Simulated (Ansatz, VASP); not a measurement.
**Ti4C3: VASP beside Ansatz**

```
Ti C
1.0
     4.39488    0.00000    0.00000
     0.00000    4.39488    0.00000
     0.00000    0.00000    4.39488
Ti C
4 3
Direct
  0.00000 0.00000 0.00000
  0.00000 0.50000 0.50000
  0.50000 0.00000 0.50000
  0.50000 0.50000 0.00000
  0.50000 0.00000 0.00000
  0.00000 0.50000 0.00000
  0.00000 0.00000 0.50000
```

Alike in both runs: task single point; functional PBE; k mesh 10 × 10 × 10; occupations gaussian, width 0.1 eV; no spin polarisation.

```csv
,VASP,Ansatz
version,VASP 6.6.1,Ansatz 0.2.0
potentials or method,"VASP PAW PBE potentials, release 64 (Ti_sv, C), cutoff 520 eV","scalar-relativistic, plane waves, PAW"
valence electrons in the cell,60,60
```

VASP gave:

| Property | Result |
| --- | --- |
| gap on the k mesh at the Fermi level (eV) | none |
| pressure (GPa) | -11.1 |

Question: Estimate Ansatz's values.

Answer: gap on the k mesh at the Fermi level (eV): none; pressure (GPa): -11.3.

A gap of «none» marks a metal or a gap that the smearing closes.
